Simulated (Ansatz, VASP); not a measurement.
## WC: VASP and Ansatz over several settings

```
W C
1.0
     2.86722    0.00000    0.00000
    -1.43361    2.48308    0.00000
     0.00000    0.00000    2.79826
W C
1 1
Direct
  0.00000 0.00000 0.00000
  0.66667 0.33333 0.50000
```

Single points on this cell with VASP 6.6.1 and Ansatz 0.2.0. Each row is one pair of runs. Alike in all rows: spin: off; k mesh: 10 × 10 × 9; smearing: fermi-dirac, width 0.05 eV.

```csv
level,"VASP's potentials, cutoff","Ansatz's potentials, cutoff","gap on the k mesh at the Fermi level (eV), VASP","gap on the k mesh at the Fermi level (eV), Ansatz"
revPBE,"VASP PAW PBE potentials, release 64 (W_sv, C), 520 eV","Ansatz PAW, 420 eV",none,none
LDA,"VASP PAW LDA potentials, release 64 (W_sv, C), 520 eV","JTH PAW LDA, 1290 eV",none,none
LDA,"VASP PAW LDA potentials, release 64 (W_sv, C_h), 910 eV","Ansatz PAW, 420 eV",none,none
```

A gap of «none» marks a metal or a gap that the smearing closes.

Spin-orbit coupling is off throughout. Noted on VASP's runs: the cutoff is short for stress, so the pressure is rough.
